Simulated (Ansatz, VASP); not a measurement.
## InP in VASP and in Ansatz

File POSCAR:

```
InP
1.0
    0.0000000000      2.9833255112      2.9833255112
    2.9833255112      0.0000000000      2.9833255112
    2.9833255112      2.9833255112      0.0000000000
In P
1 1
Direct
    0.0000000000      0.0000000000      0.0000000000
    0.2500000000      0.2500000000      0.2500000000
```

The input INCAR.step1:

```
ALGO     = Normal         # electronic algorithm
EDIFF    = 1E-4           # SCF threshold, eV
ENCUT    = 520            # plane-wave cutoff, eV
GGA      = PE             # functional
ISMEAR   = 0              # smearing method
LASPH    = T              # aspherical terms in the spheres
LCHARG   = F              # write CHGCAR
LREAL    = F              # projectors in reciprocal space
LWAVE    = T              # write WAVECAR
NBANDS   = 16             # bands
NELM     = 80             # most SCF steps
PREC     = Accurate       # precision mode
SIGMA    = 0.01           # smearing width, eV
```

File INCAR.step2:

```
ALGO     = Normal         # electronic algorithm
EDIFF    = 1E-6           # SCF threshold, eV
ENCUT    = 520            # plane-wave cutoff, eV
ISIF     = 2              # what is computed and relaxed
ISMEAR   = 0              # smearing method
ISTART   = 1            
LASPH    = T              # aspherical terms in the spheres
LCHARG   = T              # write CHGCAR
LELF     = T              # ELF
LMIXTAU  = T            
LREAL    = F              # projectors in reciprocal space
LVHAR    = T            
LWAVE    = F              # write WAVECAR
METAGGA  = R2SCAN         # meta-GGA
NBANDS   = 16             # bands
NELM     = 80             # most SCF steps
PREC     = Accurate       # precision mode
SIGMA    = 0.01           # smearing width, eV
```

KPOINTS

```
k-points
0
Gamma
  8 8 8
```

Input for Ansatz:

```yaml
crystal:
  lattice:
    - [0.0, 2.9833255112, 2.9833255112]
    - [2.9833255112, 0.0, 2.9833255112]
    - [2.9833255112, 2.9833255112, 0.0]
  atoms:
    - { symbol: In, position: [0.0, 0.0, 0.0] }
    - { symbol: P, position: [0.25, 0.25, 0.25] }
kpoints:
  mp_grid: { grid: [8, 8, 8] }
  band_path:
    path:
      - [0.0, 0.0, 0.0]
      - [-0.5, -0.5, 0.0]
      - [-0.375, -0.375, 0.25]
      - [-0.375, 0.0, 0.375]
      - [0.0, 0.0, 0.5]
      - [-0.5, -0.25, 0.25]
    npoints: 1
hamiltonian:
  xc: r2scan
scf:
  occupations: { method: fixed }
  n_extra_bands: 4
output:
  forces: true
  stress: true
  eigenvalues: true
  write_density: true
  write_potential: true
  elf: true
  volumetric_format: npy
```

Change from the starting cell: hydrostatic strain +1.0%.

Alike in both runs: task single point; functional r2SCAN; k mesh 8 × 8 × 8; no spin polarisation.

|  | VASP | Ansatz |
| --- | --- | --- |
| version | VASP 6.6.1 | Ansatz 0.2.0 |
| potentials or method | VASP PAW PBE potentials, release 64 (In_d, P) | plane waves, PAW |
| plane-wave cutoff (eV) | 520 | 500 |
| occupations | gaussian, width 0.01 eV | fixed |
| valence electrons in the cell | 18 | 18 |

```csv
,VASP,Ansatz,Ansatz less VASP
gap on the k mesh at the Fermi level (eV),0.85,0.85,-0.003
pressure (GPa),-2.0,-1.9,+0.09
```

VASP's potentials were made for PBE, not for r2SCAN.
